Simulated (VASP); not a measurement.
# Si8C7 (P1) in VASP: single point with HSE06

Aim: the single point of Si8C7 with HSE06.

Program: VASP 6.6.1. These are calculated values, not measurements. Logs are shortened: lines on timing, memory, paths and dates and some standing lists are left out, and cuts for length are marked.

## (1) The cell of the first run

The typed cell holds 15 atoms: a = 8.720 Å, b = 4.360 Å, c = 4.360 Å, α = 90.00°, β = 90.00°, γ = 90.00°.

## (2) Single point, HSE06

Contents of POSCAR:

```
Si8C7
1.0
    8.7200000000      0.0000000000      0.0000000000
    0.0000000000      4.3600000000      0.0000000000
    0.0000000000      0.0000000000      4.3600000000
Si C
8 7
Direct
    0.1334900000      0.0703630000      0.2298910000
    0.1358430000      0.5591940000      0.7255050000
    0.3869520000      0.0656280000      0.7270240000
    0.3900460000      0.5683580000      0.2366300000
    0.6393850000      0.0684070000      0.2260470000
    0.6343940000      0.5681350000      0.7408960000
    0.8865520000      0.0749280000      0.7385640000
    0.8832830000      0.5760890000      0.2254950000
    0.2579200000      0.3287900000      0.4728020000
    0.2561340000      0.8120290000      0.9840760000
    0.5078200000      0.3240710000      0.9882030000
    0.5162360000      0.8107620000      0.4725500000
    0.7692070000      0.3292740000      0.4711450000
    0.0087790000      0.3123630000      0.9846510000
    0.0145900000      0.8156340000      0.4840440000
```

Contents of INCAR.step1:

```
PREC     = Accurate       # precision mode
ENCUT    = 520            # plane-wave cutoff, eV
EDIFF    = 1E-5           # SCF threshold, eV
ISMEAR   = 0              # smearing method
SIGMA    = 0.01           # smearing width, eV
LREAL    = False          # projectors in reciprocal space
LASPH    = True           # aspherical terms in the spheres
NELM     = 120            # most SCF steps
ALGO     = Normal         # electronic algorithm
ISIF     = 2              # what is computed and relaxed
LWAVE    = True           # write WAVECAR
LCHARG   = False          # write CHGCAR
NBANDS   = 43             # bands
GGA      = PE             # functional
GGA_COMPAT= False
```

Contents of INCAR.step2:

```
PREC     = Accurate       # precision mode
ENCUT    = 520            # plane-wave cutoff, eV
EDIFF    = 1E-6           # SCF threshold, eV
ISMEAR   = 0              # smearing method
SIGMA    = 0.01           # smearing width, eV
LREAL    = False          # projectors in reciprocal space
LASPH    = True           # aspherical terms in the spheres
NELM     = 120            # most SCF steps
ALGO     = Normal         # electronic algorithm
ISIF     = 2              # what is computed and relaxed
LWAVE    = False          # write WAVECAR
LCHARG   = False          # write CHGCAR
GGA      = PE             # functional
LHFCALC  = True           # exact exchange
HFSCREEN = 0.2079         # screening, 1/A
PRECFOCK = Fast         
NBANDS   = 43             # bands
ISTART   = 1            
GGA_COMPAT= False
```

Contents of KPOINTS:

```
regular mesh
0
Gamma
  1 1 1
```

Potentials or basis: VASP PAW PBE potentials, release 64 (Si, C).

Run with:

```
$ cat potpaw_PBE.64/Si/POTCAR potpaw_PBE.64/C/POTCAR > POTCAR
$ cp INCAR.step1 INCAR
$ mpirun -np 1 vasp_gam > vasp.out
$ cp INCAR.step2 INCAR
$ mpirun -np 1 vasp_gam > vasp.out
```

OUTCAR:

```text
PREC = Accurate
   ENCUT = 520
   EDIFF = 1E-6
   ISMEAR = 0
   LREAL = False
   LASPH = True
   NELM = 120
   ISIF = 2
   GGA = PE
   LHFCALC = True
   HFSCREEN = 0.2079
   PRECFOCK = Fast
   ISTART = 1

 ion  position               nearest neighbor table
   1  0.133  0.070  0.230-  14 1.85  15 1.88  10 1.89   9 1.89   2 3.04   7 3.04   2 3.06   8 3.07
                             7 3.09   3 3.10   8 3.10   2 3.10   3 3.11   4 3.12   4 3.13   2 3.13
   2  0.136  0.559  0.726-   9 1.83  15 1.86  10 1.89  14 1.91   7 3.03   1 3.04   1 3.06   3 3.07
                             4 3.08   8 3.10   8 3.10   1 3.10   3 3.11   7 3.13   1 3.13   4 3.14
   3  0.387  0.066  0.727-  11 1.92  12 1.93  10 1.94   9 1.95   4 3.05   6 3.06   4 3.06   2 3.07
                             6 3.08   5 3.10   1 3.10   5 3.10   4 3.10   2 3.11   1 3.11   4 3.12
   4  0.390  0.568  0.237-  11 1.83  12 1.84   9 1.87  10 1.92   6 3.04   3 3.05   6 3.06   3 3.06
                             2 3.08   5 3.08   5 3.08   3 3.10   1 3.12   3 3.12   1 3.13   2 3.14
   5  0.639  0.068  0.226-  12 1.89  11 1.91  13 1.93   8 3.02   7 3.03   6 3.04   6 3.04   8 3.07
                             4 3.08   4 3.08   3 3.10   3 3.10   7 3.10   6 3.13   6 3.13
   6  0.634  0.568  0.741-  11 1.87  12 1.88  13 1.96   8 3.03   4 3.04   5 3.04   5 3.04   3 3.06
                             4 3.06   7 3.08   3 3.08   7 3.12   8 3.12   5 3.13   5 3.13
   7  0.887  0.075  0.739-  14 1.83  13 1.91  15 1.94   5 3.03   2 3.03   1 3.04   8 3.04   8 3.05
                             6 3.08   1 3.09   5 3.10   6 3.12   8 3.12   8 3.13   2 3.13
   8  0.883  0.576  0.225-  13 1.82  14 1.90  15 1.92   5 3.02   6 3.03   7 3.04   7 3.05   1 3.07
                             5 3.07   2 3.10   2 3.10   1 3.10   7 3.12   6 3.12   7 3.13
   9  0.258  0.329  0.473-   2 1.83   4 1.87   1 1.89   3 1.95
  10  0.256  0.812  0.984-   1 1.89   2 1.89   4 1.92   3 1.94
  11  0.508  0.324  0.988-   4 1.83   6 1.87   5 1.91   3 1.92
  12  0.516  0.811  0.473-   4 1.84   6 1.88   5 1.89   3 1.93
  13  0.769  0.329  0.471-   8 1.82   7 1.91   5 1.93   6 1.96
  14  0.009  0.312  0.985-   7 1.83   1 1.85   8 1.90   2 1.91
  15  0.015  0.816  0.484-   2 1.86   1 1.88   8 1.92   7 1.94

  LATTYP: Found a simple tetragonal cell.
 ALAT       =     4.3600000000
 C/A-ratio  =     2.0000000000

  Lattice vectors:

 A1 = (   0.0000000000,   4.3600000000,   0.0000000000)
 A2 = (   0.0000000000,   0.0000000000,   4.3600000000)
 A3 = (   8.7200000000,   0.0000000000,   0.0000000000)

Analysis of symmetry for initial positions (statically):
=====================================================================
 Subroutine PRICEL returns:
 Original cell was already a primitive cell.

 Routine SETGRP: Setting up the symmetry group for a
 simple tetragonal supercell.

[... 149 lines left out ...]
   NKREDX  =     1    reduce k-point grid by
   NKREDY  =     1    reduce k-point grid by
   NKREDZ  =     1    reduce k-point grid by
   AEXX    =    0.2500 exact exchange contribution
   HFSCREEN=    0.2079 screening length (either q_TF or 0.3 A-1)
   HFSCREENC=   0.2079 screening length for correlation (either q_TF or 0.3 A-1)
   ENCUTFOCK=  -1.0 apply spherical cutoff to Coloumb kernel
   IVDW    =     0    specifies the selected vdW correction
   LEPSILON=     F    determine dielectric tensor
   LRPA    =     F    only Hartree local field effects (RPA)
 non-spin polarized calculation
 Gauss-broadening in eV      SIGMA  =   0.01
  energy-cutoff  :      520.00
  volume of cell :      165.76
 maximum number of plane-waves:      2223
 NGX is ok and might be reduce to    70
  NGX = 36; NGY = 18; NGZ = 18

 number of electron      60.0000007 magnetization

 Free energy of the ion-electron system (eV)
  ---------------------------------------------------
  ext. energy  EPLUGINS =         0.00000000
  ---------------------------------------------------
  free energy    TOTEN  =      -119.49934663 eV

  energy without entropy =     -119.49934663  energy(sigma->0) =     -119.49934663

 E-fermi :   8.9459     XC(G=0):  -9.2065

 val. band max:        8.8988644370   @ k =   0.0000   0.0000   0.0000
 cond. band min:       9.4008523656   @ k =   0.0000   0.0000   0.0000
 fundamental gap:      0.5019879286
 Fermi energy:         8.9459299765

 k-point     1 :       0.0000    0.0000    0.0000
  band No.  band energies     occupation
      1      -9.5267      2.00000
      2      -8.0738      2.00000
      3      -7.5721      2.00000
      4      -4.6191      2.00000
      5      -4.5067      2.00000
      6      -4.1678      2.00000
[... 34 lines left out ...]
     41      13.5891      0.00000
     42      14.5436      0.00000
 [bands above 42 left out]

------------------------ aborting loop because EDIFF is reached ----------------------------------------

  FORCE on cell =-STRESS in cart. coord.  units (eV):
  Direction    XX          YY          ZZ          XY          YZ          ZX
  --------------------------------------------------------------------------------------
  -------------------------------------------------------------------------------------
  Total      -26.6373467     12.8048361      9.1466667      2.6965368     -0.7243198      0.8590005
  in kB     -257.4613741    123.7642295     88.4064541     26.0631838     -7.0008612      8.3026077
  external PRESSURE =     -15.0968968 kB  Pullay stress =       0.0000000 kB

 VOLUME and BASIS-vectors are now :
 -----------------------------------------------------------------------------
  energy-cutoff  :      520.00
  volume of cell :      165.76
      direct lattice vectors                 reciprocal lattice vectors
     8.720000000  0.000000000  0.000000000     0.114678899  0.000000000  0.000000000
     0.000000000  4.360000000  0.000000000     0.000000000  0.229357798  0.000000000
     0.000000000  0.000000000  4.360000000     0.000000000  0.000000000  0.229357798

 POSITION                                       TOTAL-FORCE (eV/Angst)
 -----------------------------------------------------------------------------------
      1.16403      0.30678      1.00232         2.059085     -0.384914      1.023254
      1.18455      2.43809      3.16320         1.483636      0.770389      0.105593
      3.37422      0.28614      3.16982        -2.022149      0.364757     -0.193933
      3.40120      2.47804      1.03171        -2.625159      0.143046     -0.251251
      5.57544      0.29825      0.98556        -1.510489      0.593301      0.554985
      5.53192      2.47707      3.23031        -1.619987     -0.770952     -0.702436
      7.73073      0.32669      3.22014         1.965922     -0.731309     -1.645822
      7.70223      2.51175      0.98316         2.619960      0.721226      0.590817
      2.24906      1.43352      2.06142         0.820854     -1.314614      0.448286
      2.23349      3.54045      4.29057         0.521771      0.200060     -0.312125
      4.42819      1.41295      4.30857        -0.118280     -1.139349     -0.906758
      4.50158      3.53492      2.06032         2.098832      0.922726      0.731947
      6.70749      1.43563      2.05419        -1.714437     -0.871403      0.649200
      0.07655      1.36190      4.29308        -2.238857      0.977723     -0.286730
      0.12722      3.55616      2.11043         0.279297      0.519311      0.194971
 -----------------------------------------------------------------------------------
    total drift:                               -0.000612      0.002049      0.001292

  FREE ENERGIE OF THE ION-ELECTRON SYSTEM (eV)
  ---------------------------------------------------
  free  energy   TOTEN  =      -119.4993466283 eV

  energy  without entropy=     -119.4993466283  energy(sigma->0) =     -119.49934663
```

Wall time 2.7 min (1 thread of AMD EPYC 7R43 (Zen 3), shared host); peak memory 0.29 GiB.

What came out:

* Free energy: -119.4993 eV
* Pressure: -1.5 GPa
* Largest force: 2.781 eV/Å

Forces on the atoms (eV/Å):
```
Si   2.059 -0.385  1.023
Si   1.484  0.770  0.106
Si  -2.022  0.365 -0.194
Si  -2.625  0.143 -0.251
Si  -1.510  0.593  0.555
Si  -1.620 -0.771 -0.702
Si   1.966 -0.731 -1.646
Si   2.620  0.721  0.591
C    0.821 -1.315  0.448
C    0.522  0.200 -0.312
C   -0.118 -1.139 -0.907
C    2.099  0.923  0.732
C   -1.714 -0.871  0.649
C   -2.239  0.978 -0.287
C    0.279  0.519  0.195
```

Caveat: the k points lie up to 1.44 Å⁻¹ apart, too coarse for converged energies, forces and pressures; the PAW data sets were made with another functional, which shifts forces and pressure a little.
